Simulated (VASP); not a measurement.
Wanted: the native input for a VASP 6.6.1 run.

| Property | Result |
| --- | --- |
| Task | single point |
| Functional | PBE |
| Potentials or basis | VASP PAW PBE potentials, release 64 (Al, N) |
| Cutoff | 520 eV |
| k mesh | 12 × 12 × 6 |
| Occupations | gaussian, width 0.05 eV |
| Spin | no spin polarisation |
| Dipole correction | no |
| Further INCAR settings | ALGO = Normal; EDIFF = 1e-07; NBANDS = 16 |

The structure of AlN lies in POSCAR:

```
AlN
1.0
    2.8798203977      0.0000000000      0.0000000000
   -1.4399101989      2.4939976228      0.0000000000
    0.0000000000      0.0000000000      5.0179796546
Al N
2 2
Direct
    0.3333333333      0.6666666667      0.0017287175
    0.6666666667      0.3333333333      0.5017287175
    0.3333333333      0.6666666667      0.3832712825
    0.6666666667      0.3333333333      0.8832712825
```

This cell differs from its parent crystal: strain -0.080 along x and y, +0.000 along z.

One way to write it, as run:

INCAR

```
SYSTEM = AlN
  PREC = Accurate
  ENCUT = 520
  EDIFF = 1E-7
  ISMEAR = 0
  SIGMA = 0.05
  LREAL = .FALSE.
  LASPH = .TRUE.
  NELM = 100
  ALGO = Normal
  ISIF = 2
  LWAVE = .FALSE.
  LCHARG = .FALSE.
  GGA = PE
  NBANDS = 16
```

KPOINTS

```
regular mesh
0
G
  12 12 6
  0 0 0
```

Potentials or basis: VASP PAW PBE potentials, release 64 (Al, N).

Run with:

```console
$ cat potpaw_PBE.64/Al/POTCAR potpaw_PBE.64/N/POTCAR > POTCAR
$ mpirun -np 1 vasp_std > vasp.out
```

It gave:

```json
{"Pressure": "48.1 GPa", "Largest force": "1.443 eV/Å", "Band gap on the k mesh": "4.85 eV, indirect (least direct gap 5.35 eV)"}
```

Caveat: the cell differs from its parent crystal (strain -0.080 along x and y, +0.000 along z); forces of over 1 eV/Å act on the atoms, so gaps and moduli don't describe the material at rest.

Run time: 39 s on 1 thread of Intel Xeon 6975P-C (shared host), peak memory 0.17 GiB.
